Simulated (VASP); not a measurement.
# Y (Pm-3m) in VASP: a series of runs, part 2 of 2

VASP 6.6.1. The steps go on from the part before.

### 3 Single point, PBE

This run uses another cell than the first one, of 21.35 Å³/atom, 1.121 times its volume.

The input, INCAR:

```
ALGO     = Normal         # electronic algorithm
EDIFF    = 1E-6           # SCF threshold, eV
ENCUT    = 520            # plane-wave cutoff, eV
GGA      = PE             # functional
ISIF     = 2              # what is computed and relaxed
ISMEAR   = 1              # smearing method
LASPH    = T              # aspherical terms in the spheres
LCHARG   = F              # write CHGCAR
LREAL    = F              # projectors in reciprocal space
LWAVE    = F              # write WAVECAR
NBANDS   = 12             # bands
NELM     = 80             # most SCF steps
PREC     = Accurate       # precision mode
SIGMA    = 0.1            # smearing width, eV
```

The input, KPOINTS:

```
k-points
0
Gamma
  6 6 6
```

The input, POSCAR:

```
Y
1.0
    2.7741065069      0.0000000000      0.0000000000
    0.0000000000      2.7741065069      0.0000000000
    0.0000000000      0.0000000000      2.7741065069
Y
1
Direct
    0.0000000000      0.0000000000      0.0000000000
```

Potentials or basis: VASP PAW PBE potentials, release 64 (Y_sv).

Run with:

```bash
> cat potpaw_PBE.64/Y_sv/POTCAR > POTCAR
> mpirun -np 1 vasp_std > vasp.out
```

OUTCAR:

```text
EDIFF = 1E-6
   ENCUT = 520
   GGA = PE
   ISIF = 2
   ISMEAR = 1
   LASPH = T
   LREAL = F
   NELM = 80
   PREC = Accurate

 ion  position               nearest neighbor table
   1  0.000  0.000  0.000-

  LATTYP: Found a simple cubic cell.
 ALAT       =     2.7741065069

  Lattice vectors:

 A1 = (   2.7741065069,   0.0000000000,   0.0000000000)
 A2 = (   0.0000000000,   2.7741065069,   0.0000000000)
 A3 = (   0.0000000000,   0.0000000000,   2.7741065069)

Analysis of symmetry for initial positions (statically):
=====================================================================
 Subroutine PRICEL returns:
 Original cell was already a primitive cell.

 Routine SETGRP: Setting up the symmetry group for a
 simple cubic supercell.

 Subroutine GETGRP returns: Found 48 space group operations
 (whereof 48 operations were pure point group operations)
 out of a pool of 48 trial point group operations.

The static configuration has the point symmetry O_h .

Analysis of symmetry for dynamics (positions and initial velocities):
=====================================================================
 Subroutine PRICEL returns:
 Original cell was already a primitive cell.

 Routine SETGRP: Setting up the symmetry group for a
 simple cubic supercell.

 Subroutine GETGRP returns: Found 48 space group operations
 (whereof 48 operations were pure point group operations)
 out of a pool of 48 trial point group operations.

The dynamic configuration has the point symmetry O_h .

 Subroutine INISYM returns: Found 48 space group operations
 (whereof 48 operations are pure point group operations),
 and found     1 'primitive' translations

----------------------------------------------------------------------------------------

                                     Primitive cell

  volume of cell :      21.3486

[... 106 lines left out ...]
   GGA     = PE    functional components
   LHFCALC =     F    Hartree Fock is set to
   AEXX    =    0.0000 exact exchange contribution
   IVDW    =     0    specifies the selected vdW correction
   LEPSILON=     F    determine dielectric tensor
   LRPA    =     F    only Hartree local field effects (RPA)
 non-spin polarized calculation
 Methfessel and Paxton  Order N= 1 SIGMA  =   0.10
  energy-cutoff  :      520.00
  volume of cell :       21.35
 maximum number of plane-waves:       587
 NGX is ok and might be reduce to    24
   NGX = 11   NGY = 11   NGZ = 11

 number of electron      11.0000001 magnetization

 Free energy of the ion-electron system (eV)
  ---------------------------------------------------
  ext. energy  EPLUGINS =         0.00000000
  ---------------------------------------------------
  free energy    TOTEN  =        -4.82117737 eV

  energy without entropy =       -4.81904092  energy(sigma->0) =       -4.82046522

 E-fermi :   5.4244     XC(G=0): -11.2050

 val. band max:        5.3826926232   @ k =   0.3333   0.1667   0.0000
 cond. band min:       5.4750841246   @ k =   0.5000   0.3333   0.3333
 fundamental gap:      0.0923915014
 Fermi energy:         5.4243539417

 k-point     1 :       0.0000    0.0000    0.0000
  band No.  band energies     occupation
      1     -37.1990      2.00000
      2     -15.8543      2.00000
      3     -15.8543      2.00000
      4     -15.8543      2.00000
      5       0.7122      2.00000
      6       3.9383      2.00000
      7       3.9383      2.00000
      8      13.8215      0.00000
      9      13.8215      0.00000
     10      13.8215      0.00000
     11      19.7790      0.00000
     12      19.7790      0.00000
[... 271 lines left out ...]
 k-point    20 :       0.5000    0.5000    0.5000
  band No.  band energies     occupation
      1     -36.0919      2.00000
      2     -17.6108      2.00000
      3     -17.6108      2.00000
      4     -17.6108      2.00000
      5       3.7054      2.00000
      6       3.7054      2.00000
      7       3.7054      2.00000
      8      11.1787      0.00000
      9      17.0597      0.00000
     10      17.0597      0.00000
     11      19.8362      0.00000
     12      19.8362      0.00000

------------------------ aborting loop because EDIFF is reached ----------------------------------------

  FORCE on cell =-STRESS in cart. coord.  units (eV):
  Direction    XX          YY          ZZ          XY          YZ          ZX
  --------------------------------------------------------------------------------------
  -------------------------------------------------------------------------------------
  Total        3.9967042      3.9967042      3.9967042      0.0000000      0.0000000      0.0000000
  in kB      299.9460860    299.9460860    299.9460860      0.0000000      0.0000000      0.0000000
  external PRESSURE =     299.9460860 kB  Pullay stress =       0.0000000 kB

 VOLUME and BASIS-vectors are now :
 -----------------------------------------------------------------------------
  energy-cutoff  :      520.00
  volume of cell :       21.35
      direct lattice vectors                 reciprocal lattice vectors
     2.774106507  0.000000000  0.000000000     0.360476426  0.000000000  0.000000000
     0.000000000  2.774106507  0.000000000     0.000000000  0.360476426  0.000000000
     0.000000000  0.000000000  2.774106507     0.000000000  0.000000000  0.360476426

 POSITION                                       TOTAL-FORCE (eV/Angst)
 -----------------------------------------------------------------------------------
      0.00000      0.00000      0.00000         0.000000      0.000000      0.000000
 -----------------------------------------------------------------------------------
    total drift:                                0.000000      0.000000      0.000000

  FREE ENERGIE OF THE ION-ELECTRON SYSTEM (eV)
  ---------------------------------------------------
  free  energy   TOTEN  =        -4.8211773680 eV

  energy  without entropy=       -4.8190409167  energy(sigma->0) =       -4.82046522
```

OSZICAR:

```text
N       E                     dE             d eps       ncg     rms          rms(c)
DAV:   1     0.285657653713E+02    0.28566E+02   -0.58364E+03   480   0.868E+02
DAV:   2    -0.384181297065E+01   -0.32408E+02   -0.31185E+02   560   0.178E+02
DAV:   3    -0.492707309452E+01   -0.10853E+01   -0.10486E+01   660   0.221E+01
DAV:   4    -0.494307442942E+01   -0.16001E-01   -0.15997E-01   516   0.241E+00
DAV:   5    -0.494343085505E+01   -0.35643E-03   -0.35642E-03   632   0.246E-01    0.277E+01
DAV:   6    -0.481031439555E+01    0.13312E+00   -0.19104E-01   592   0.280E+00    0.165E+01
DAV:   7    -0.482164756995E+01   -0.11333E-01   -0.21728E-01   624   0.283E+00    0.171E+00
DAV:   8    -0.482124601019E+01    0.40156E-03   -0.32512E-02   516   0.145E+00    0.375E-01
DAV:   9    -0.482119306819E+01    0.52942E-04   -0.88880E-04   544   0.267E-01    0.104E-01
DAV:  10    -0.482117746388E+01    0.15604E-04   -0.51349E-05   572   0.641E-02    0.143E-02
DAV:  11    -0.482117814321E+01   -0.67934E-06   -0.10673E-05   648   0.213E-02    0.128E-02
DAV:  12    -0.482117736796E+01    0.77526E-06   -0.16068E-06   476   0.104E-02
   1 F= -.48211774E+01 E0= -.48204652E+01  d E =-.213645E-02
```

Wall time 5.4 s (1 thread of Intel Xeon Platinum 8488C (Sapphire Rapids), shared host); peak memory 0.15 GiB.

What came out:

| Item | Value |
| --- | --- |
| Free energy | -4.8212 eV |
| Pressure | 30.0 GPa |

Caveat: the k points lie up to 0.38 Å⁻¹ apart.

### 4 Single point, PBE

This run uses another cell than the first one, of 24.72 Å³/atom, 1.298 times its volume.

INCAR, as its differences from that of step 3:

```diff
@@ -11,3 +11,3 @@
 NBANDS   = 12             # bands
-NELM     = 80             # most SCF steps
+NELM     = 100            # most SCF steps
 PREC     = Accurate       # precision mode
```

KPOINTS is that of step 3.

The input, POSCAR:

```
Y
1.0
    2.9132018102      0.0000000000      0.0000000000
    0.0000000000      2.9132018102      0.0000000000
    0.0000000000      0.0000000000      2.9132018102
Y
1
Direct
    0.0000000000      0.0000000000      0.0000000000
```

Potentials or basis: VASP PAW PBE potentials, release 64 (Y_sv).

Run with:

```bash
> cat potpaw_PBE.64/Y_sv/POTCAR > POTCAR
> mpirun -np 1 vasp_std > vasp.out
```

OUTCAR:

```text
EDIFF = 1E-6
   ENCUT = 520
   GGA = PE
   ISIF = 2
   ISMEAR = 1
   LASPH = T
   LREAL = F
   NELM = 100
   PREC = Accurate

 ion  position               nearest neighbor table
   1  0.000  0.000  0.000-

  LATTYP: Found a simple cubic cell.
 ALAT       =     2.9132018102

  Lattice vectors:

 A1 = (   2.9132018102,   0.0000000000,   0.0000000000)
 A2 = (   0.0000000000,   2.9132018102,   0.0000000000)
 A3 = (   0.0000000000,   0.0000000000,   2.9132018102)

Analysis of symmetry for initial positions (statically):
=====================================================================
 Subroutine PRICEL returns:
 Original cell was already a primitive cell.

 Routine SETGRP: Setting up the symmetry group for a
 simple cubic supercell.

 Subroutine GETGRP returns: Found 48 space group operations
 (whereof 48 operations were pure point group operations)
 out of a pool of 48 trial point group operations.

The static configuration has the point symmetry O_h .

Analysis of symmetry for dynamics (positions and initial velocities):
=====================================================================
[... 162 lines left out ...]
      2     -17.1623      2.00000
      3     -17.1623      2.00000
      4     -17.1623      2.00000
      5      -0.2235      2.00000
      6       3.3880      2.00000
      7       3.3880      2.00000
      8      11.8401      0.00000
      9      11.8401      0.00000
     10      11.8401      0.00000
     11      17.4469      0.00000
     12      17.4469      0.00000
[... 271 lines left out ...]
 k-point    20 :       0.5000    0.5000    0.5000
  band No.  band energies     occupation
      1     -37.3718      2.00000
      2     -18.4135      2.00000
      3     -18.4135      2.00000
      4     -18.4135      2.00000
      5       3.2498      2.00000
      6       3.2498      2.00000
      7       3.2498      2.00000
      8      10.2655      0.00000
      9      14.5055      0.00000
     10      14.5055      0.00000
     11      16.5051      0.00000
     12      16.5051      0.00000

------------------------ aborting loop because EDIFF is reached ----------------------------------------

  FORCE on cell =-STRESS in cart. coord.  units (eV):
  Direction    XX          YY          ZZ          XY          YZ          ZX
  --------------------------------------------------------------------------------------
  -------------------------------------------------------------------------------------
  Total        2.2988847      2.2988847      2.2988847      0.0000000      0.0000000     -0.0000000
  in kB      148.9759154    148.9759154    148.9759154      0.0000000      0.0000000     -0.0000000
  external PRESSURE =     148.9759154 kB  Pullay stress =       0.0000000 kB

 VOLUME and BASIS-vectors are now :
 -----------------------------------------------------------------------------
  energy-cutoff  :      520.00
  volume of cell :       24.72
      direct lattice vectors                 reciprocal lattice vectors
     2.913201810  0.000000000  0.000000000     0.343264925  0.000000000  0.000000000
     0.000000000  2.913201810  0.000000000     0.000000000  0.343264925  0.000000000
     0.000000000  0.000000000  2.913201810     0.000000000  0.000000000  0.343264925

 POSITION                                       TOTAL-FORCE (eV/Angst)
 -----------------------------------------------------------------------------------
      0.00000      0.00000      0.00000         0.000000      0.000000      0.000000
 -----------------------------------------------------------------------------------
    total drift:                                0.000000      0.000000      0.000000

  FREE ENERGIE OF THE ION-ELECTRON SYSTEM (eV)
  ---------------------------------------------------
  free  energy   TOTEN  =        -5.2787257913 eV

  energy  without entropy=       -5.2792623068  energy(sigma->0) =       -5.27890463
```

OSZICAR:

```text
N       E                     dE             d eps       ncg     rms          rms(c)
DAV:   1     0.277570383337E+02    0.27757E+02   -0.58520E+03   480   0.862E+02
DAV:   2    -0.419876116197E+01   -0.31956E+02   -0.30821E+02   576   0.174E+02
DAV:   3    -0.539225666410E+01   -0.11935E+01   -0.11610E+01   652   0.223E+01
DAV:   4    -0.541029826837E+01   -0.18042E-01   -0.17988E-01   568   0.250E+00
DAV:   5    -0.541074641374E+01   -0.44815E-03   -0.44812E-03   588   0.268E-01    0.232E+01
DAV:   6    -0.528605849728E+01    0.12469E+00   -0.17023E-01   568   0.268E+00    0.141E+01
DAV:   7    -0.528091516419E+01    0.51433E-02   -0.20913E-01   632   0.287E+00    0.144E+00
DAV:   8    -0.527876629829E+01    0.21489E-02   -0.25367E-02   532   0.126E+00    0.204E-01
DAV:   9    -0.527874565693E+01    0.20641E-04   -0.61664E-04   556   0.211E-01    0.931E-02
DAV:  10    -0.527872539376E+01    0.20263E-04   -0.57502E-05   596   0.636E-02    0.124E-02
DAV:  11    -0.527872579133E+01   -0.39757E-06   -0.65524E-06   592   0.190E-02
   1 F= -.52787258E+01 E0= -.52789046E+01  d E =0.536515E-03
```

Run time: 4.8 s. Hardware: 1 thread of Intel Xeon Platinum 8488C (Sapphire Rapids), shared host; peak memory 0.15 GiB.

Results:

| Property | Result |
| --- | --- |
| Free energy | -5.2787 eV |
| Pressure | 14.9 GPa |

### 5 Overview

```tsv
cell	gap on the mesh (eV)	pressure (GPa)
a = 2.670 Å, 1 atom	none	44.9
a = 2.774 Å, 1 atom	none	30.0
a = 2.913 Å, 1 atom	none	14.9
```

Alike in all rows: task single point; level PBE; potentials or basis VASP PAW PBE potentials, release 64 (Y_sv); no spin polarisation; k mesh 6 × 6 × 6; cutoff (eV) 520; smearing methfessel-paxton 0.1 eV.

Caveats: some runs use coarse meshes.

Absolute energies hang on the potentials; compare differences alone.
